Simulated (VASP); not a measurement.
Set up this calculation in VASP 6.6.1, as the native input.

- Task: density of states
- Functional: LDA
- Potentials or basis: VASP PAW LDA potentials, release 64 (B, N)
- Cutoff: 520 eV
- k mesh: 15 × 15 × 15
- Occupations: fermi-dirac, width 0.05 eV
- Spin: no spin polarisation
- Dipole correction: no
- k mesh for the DOS: 23 × 23 × 23
- Occupations for the DOS: tetrahedron
- Further INCAR settings: ALGO = Normal; EDIFF = 1e-07

BN (rocksalt type):

```
B N
1.0
     0.00000    1.41718    1.41718
     1.41718    0.00000    1.41718
     1.41718    1.41718    0.00000
B N
1 1
Direct
  0.00000 0.00000 0.00000
  0.50000 0.50000 0.50000
```

This cell differs from its parent crystal: volume scaled by 0.55.

The input as run:

POSCAR

```
BN
1.0
    0.0000000000      1.4171837081      1.4171837081
    1.4171837081      0.0000000000      1.4171837081
    1.4171837081      1.4171837081      0.0000000000
B N
1 1
Direct
    0.0000000000      0.0000000000      0.0000000000
    0.5000000000      0.5000000000      0.5000000000
```

INCAR.step1

```
PREC     = Accurate       # precision mode
ENCUT    = 520            # plane-wave cutoff, eV
EDIFF    = 1E-7           # SCF threshold, eV
ISMEAR   = -1             # smearing method
SIGMA    = 0.05           # smearing width, eV
LREAL    = False          # projectors in reciprocal space
LASPH    = True           # aspherical terms in the spheres
NELM     = 100            # most SCF steps
ALGO     = Normal         # electronic algorithm
ISIF     = 2              # what is computed and relaxed
LWAVE    = False          # write WAVECAR
LCHARG   = True           # write CHGCAR
NBANDS   = 11             # bands
```

KPOINTS.step1

```
regular mesh
0
Gamma
  15 15 15
```

INCAR.step2

```
PREC     = Accurate       # precision mode
ENCUT    = 520            # plane-wave cutoff, eV
EDIFF    = 1E-7           # SCF threshold, eV
ISMEAR   = -5             # smearing method
SIGMA    = 0.05           # smearing width, eV
LREAL    = False          # projectors in reciprocal space
LASPH    = True           # aspherical terms in the spheres
NELM     = 100            # most SCF steps
ALGO     = Normal         # electronic algorithm
ISIF     = 2              # what is computed and relaxed
LWAVE    = False          # write WAVECAR
LCHARG   = False          # write CHGCAR
LORBIT   = 10             # projections on sites
NEDOS    = 1001           # points of the DOS
ICHARG   = 11             # starting density
```

KPOINTS.step2

```
regular mesh
0
Gamma
  23 23 23
```

Potentials or basis: VASP PAW LDA potentials, release 64 (B, N).

Launch:

```sh
$ cat potpaw_LDA.64/B/POTCAR potpaw_LDA.64/N/POTCAR > POTCAR
$ cp INCAR.step1 INCAR
$ cp KPOINTS.step1 KPOINTS
$ mpirun -np 1 vasp_std > vasp.out
$ cp INCAR.step2 INCAR
$ cp KPOINTS.step2 KPOINTS
$ mpirun -np 1 vasp_std > vasp.out
```

It gave:

```yaml
Valence_electrons_inside_the_program's_atomic_spheres: B 2.92; N 4.71
```

It took 23 s on 1 thread of Intel Xeon 8259CL, with other jobs on the host, peak memory 0.12 GiB.
